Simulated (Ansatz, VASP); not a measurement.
## Two plane-wave programs on Ir

The input INCAR:

```
SYSTEM = Ir
PREC = Accurate
ENCUT = 520
EDIFF = 1E-7
ISMEAR = 0
SIGMA = 0.15
LREAL = .False.
LASPH = .True.
NELM = 80
ALGO = Fast
ISIF = 2
LWAVE = .False.
LCHARG = .False.
GGA = PE
NBANDS = 10
```

The input KPOINTS:

```
regular mesh
0
Gamma
  22 22 22
  0 0 0
```

POSCAR

```
Ir
1.0
    0.0000000000      1.9197000000      2.0060865000
    1.9197000000      0.0000000000      2.0060865000
    1.9197000000      1.9197000000      0.0000000000
Ir
1
Direct
    0.0000000000      0.0000000000      0.0000000000
```

Input for Ansatz:

```yaml
crystal:
  lattice:
    - [0.0, 1.9197, 2.0060865]
    - [1.9197, 0.0, 2.0060865]
    - [1.9197, 1.9197, 0.0]
  atoms:
    - { symbol: Ir, position: [0.0, 0.0, 0.0] }
basis:
  ecutwfc: 420
kpoints:
  mp_grid: { grid: [22, 22, 22] }
hamiltonian:
  xc: pbe
scf:
  occupations: { method: gaussian, width: 0.15 }
output:
  forces: true
  stress: true
  eigenvalues: true
```

Change from the starting cell: strain +0.0450 x Voigt [0, 0, 1, 0, 0, 0], atoms carried along.

Alike in both runs: task single point; functional PBE; k mesh 22 × 22 × 22; occupations gaussian, width 0.15 eV; no spin polarisation.

|  | VASP | Ansatz |
| --- | --- | --- |
| version | VASP 6.6.1 | Ansatz 0.2.0 |
| potentials or method | VASP PAW PBE potentials, release 64 (Ir), cutoff 520 eV | scalar-relativistic, plane waves, PAW |
| valence electrons in the cell | 9 | 17 |

VASP gave:

```
gap on the k mesh at the Fermi level (eV)                     : none
pressure (GPa)                                                : -5.6
traceless stress, the component that is largest in VASP (GPa) : -9.84
```

**Question.** Which values does Ansatz return?

**Answer.** gap on the k mesh at the Fermi level (eV): none; pressure (GPa): -6.0; traceless stress, the component that is largest in VASP (GPa): -9.91.

A gap of «none» marks a metal or a gap that the smearing closes. With one functional, cell and mesh, what is left measures potentials, basis and numerics. VASP's potentials hold 9 valence electrons a cell and Ansatz's 17, so a difference there can come from the potentials and not from the codes.

Neither program's run includes spin-orbit coupling.
